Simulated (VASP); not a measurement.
Set up this calculation in VASP 6.6.1, as the native input.

```yaml
Task: single point
Functional: LDA
Potentials_or_basis: VASP PAW LDA potentials, release 64 (Ir_sv_GW)
Cutoff: 560 eV
k_mesh: 20 × 20 × 20
Occupations: gaussian, width 0.15 eV
Spin: no spin polarisation
Dipole_correction: no
Further_INCAR_settings: ALGO = Normal; EDIFF = 1e-06; NBANDS = 14
```

The structure of Ir lies in POSCAR:

```
Ir
1.0
   -0.2095945338      1.9054048527      1.9054048527
    1.6958103189      0.0000000000      1.6958103189
    1.9054048527      1.9054048527     -0.2095945338
Ir
1
Direct
    0.0000000000      0.0000000000      0.0000000000
```

This cell differs from its parent crystal: engineering shear strain xz -0.2200, engineering shear strain yz +0.0000.

The input as run:

INCAR

```
SYSTEM = Ir
PREC = Accurate
ENCUT = 560
EDIFF = 1E-6
ISMEAR = 0
SIGMA = 0.15
LREAL = .False.
LASPH = .True.
NELM = 120
ALGO = Normal
ISIF = 2
LWAVE = .False.
LCHARG = .False.
GGA = CA
NBANDS = 14
GGA_COMPAT = .False.
```

KPOINTS

```
Automatic mesh
0
Gamma
  20 20 20
  0 0 0
```

Potentials or basis: VASP PAW LDA potentials, release 64 (Ir_sv_GW).

Launch:

```sh
$ cat potpaw_LDA.64/Ir_sv_GW/POTCAR > POTCAR
$ mpirun -np 1 vasp_std > vasp.out
```

Results of the run:

```json
{
 "Pressure": "26.5 GPa",
 "Band gap on the k mesh": "zero (an odd number of electrons rules out a gap without spin polarisation)"
}
```

Caveat: the cell differs from its parent crystal (engineering shear strain xz -0.2200, engineering shear strain yz +0.0000); the stress differs along the axes, from -2 to 41 GPa; spin-orbit coupling is left out, which moves the levels of the heavy elements.

Wall time 2.5 min on 1 thread of Intel(R) Xeon(R) Platinum 8259CL CPU @ 2.50GHz (Skylake/Cascade Lake) (shared host), peak memory 0.36 GiB.
